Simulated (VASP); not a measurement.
Write the native input for VASP 6.6.1 that does the following.

| Item | Value |
| --- | --- |
| Task | single point |
| Functional | PBEsol |
| Potentials or basis | VASP PAW PBE potentials, release 64 (Tl_d, Y_sv) |
| Cutoff | 520 eV |
| k mesh | 7 × 7 × 5 |
| Occupations | fermi-dirac, width 0.1 eV |
| Spin | no spin polarisation |
| Dipole correction | no |
| Further INCAR settings | ALGO = Normal; EDIFF = 1e-06; NBANDS = 44 |

The structure of Y2Tl lies in POSCAR:

```
Y2Tl
1.0
    2.6606300000      4.6083450000      0.0000000000
   -2.6606300000      4.6083450000      0.0000000000
    0.0000000000      0.0000000000      6.6380220000
Tl Y
2 4
Direct
    0.3333000000      0.3334000000      0.2500000000
    0.6666000000      0.6667000000      0.7500000000
    0.3333000000      0.3334000000      0.7500000000
    0.6666000000      0.6667000000      0.2500000000
    0.0000000000      0.0000000000      0.0000000000
    0.0000000000      0.0000000000      0.5000000000
```

One way to write it, as run:

INCAR

```
ALGO = Normal
EDIFF = 1E-6
ENCUT = 520
GGA = PS
ISIF = 2
ISMEAR = -1
LASPH = T
LCHARG = T
LELF = T
LREAL = F
LVHAR = T
LWAVE = F
NBANDS = 44
NELM = 100
PREC = Accurate
SIGMA = 0.1
```

KPOINTS

```
k-points
0
Gamma
  7 7 5
```

Potentials or basis: VASP PAW PBE potentials, release 64 (Tl_d, Y_sv).

Command:

```bash
$ cat potpaw_PBE.64/Tl_d/POTCAR potpaw_PBE.64/Y_sv/POTCAR > POTCAR
$ mpirun -np 1 vasp_std > vasp.out
```

Results of the run:

* Pressure: 0.3 GPa
* Band gap on the k mesh: zero (bands 35 and 36 overlap by 0.56 eV)

Caveat: the PAW data sets were made with another functional, which shifts forces and pressure a little; spin-orbit coupling is left out, which moves the levels of the heavy elements.

It took 6.4 min on 1 thread of Intel(R) Xeon(R) Platinum 8259CL CPU @ 2.50GHz (Skylake/Cascade Lake) (shared host), peak memory 0.47 GiB.
